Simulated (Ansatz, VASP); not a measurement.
HC6: VASP beside Ansatz

File INCAR:

```
SYSTEM = HC6
PREC = Accurate ; ENCUT = 520
EDIFF = 1E-7 ; ISMEAR = 0
SIGMA = 0.1 ; LREAL = .False.
LASPH = .True. ; NELM = 100
ALGO = Normal ; ISIF = 2
LWAVE = .False. ; LCHARG = .True.
LDIPOL = .True. ; IDIPOL = 3
DIPOL = 0.5 0.5 0.309 ; GGA = CA
LELF = .True. ; LVHAR = .True.
LVACPOTAV = .True. ; NBANDS = 38
```

File KPOINTS:

```
regular mesh
0
Gamma
  6 3 1
  0 0 0
```

Contents of POSCAR:

```
HC6
1.0
    4.8889075235      0.0000000000      0.0000000000
   -1.2222268809      8.7842777898      0.0000000000
    0.0000000000      0.0000000000     22.7472999250
C H
12 2
Direct
    0.0193593843      0.0774375370      0.1758450459
    0.5193593842      0.0774375370      0.1758450459
    0.2741992303      0.0967969212      0.2059521363
    0.7741992303      0.0967969212      0.2059521363
    0.2838789224      0.1355156897      0.2661663168
    0.7838789224      0.1355156897      0.2661663168
    0.0386178296      0.1544718076      0.2954947895
    0.5386178296      0.1544718076      0.2954947895
    0.0488209147      0.1952857701      0.3583563417
    0.5488209147      0.1952857701      0.3583563417
    0.3031079910      0.2124325380      0.3845423393
    0.8031079910      0.2124325380      0.3845423393
    0.0488209147      0.1434755077      0.4746629253
    0.0488209147      0.2470960325      0.4746629253
```

Input for Ansatz:

```yaml
crystal:
  lattice:
    - [4.8889075235, 0.0, 0.0]
    - [-1.2222268809, 8.7842777898, 0.0]
    - [0.0, 0.0, 22.747299925]
  atoms:
    - { symbol: C, position: [0.0193593843, 0.077437537, 0.1758450459] }
    - { symbol: C, position: [0.5193593842, 0.077437537, 0.1758450459] }
    - { symbol: C, position: [0.2741992303, 0.0967969212, 0.2059521363] }
    - { symbol: C, position: [0.7741992303, 0.0967969212, 0.2059521363] }
    - { symbol: C, position: [0.2838789224, 0.1355156897, 0.2661663168] }
    - { symbol: C, position: [0.7838789224, 0.1355156897, 0.2661663168] }
    - { symbol: C, position: [0.0386178296, 0.1544718076, 0.2954947895] }
    - { symbol: C, position: [0.5386178296, 0.1544718076, 0.2954947895] }
    - { symbol: C, position: [0.0488209147, 0.1952857701, 0.3583563417] }
    - { symbol: C, position: [0.5488209147, 0.1952857701, 0.3583563417] }
    - { symbol: C, position: [0.303107991, 0.212432538, 0.3845423393] }
    - { symbol: C, position: [0.803107991, 0.212432538, 0.3845423393] }
    - { symbol: H, position: [0.0488209147, 0.1434755077, 0.4746629253] }
    - { symbol: H, position: [0.0488209147, 0.2470960325, 0.4746629253] }
basis:
  ecutwfc: 420
kpoints:
  mp_grid: { grid: [6, 3, 1] }
hamiltonian:
  xc: lda
  pseudopotentials: { kind: paw, azcp: { folder: soft_1 } }
scf:
  occupations: { method: gaussian, width: 0.1 }
output:
  forces: true
  eigenvalues: true
efield:
  axis: 3
  dipole_correction: true
  ramp_width: 0.04
```

Alike in both runs: task single point; functional LDA; k mesh 6 × 3 × 1; occupations gaussian, width 0.1 eV; no spin polarisation.

```csv
,VASP,Ansatz
version,VASP 6.6.1,Ansatz 0.2.0
potentials or method,"VASP PAW LDA potentials, release 64 (C, H), cutoff 520 eV","scalar-relativistic, plane waves, PAW"
valence electrons in the cell,50,50
```

|  | VASP | Ansatz | Ansatz less VASP |
| --- | --- | --- | --- |
| gap on the k mesh at the Fermi level (eV) | 0.05 | 0.05 | -0.001 |
| least direct gap on the mesh (eV) | 0.07 | 0.07 | -0.001 |
| rms of the force components (eV/Å) | 1.052 | 1.060 | +0.0083 |

Ansatz warns that its potentials were made for another functional, while VASP's fit it. LDA's correlation is that of Perdew and Zunger in VASP and of Perdew and Wang (1992) in Ansatz. Atom by atom the forces differ by 0.024 eV/Å (rms over components).
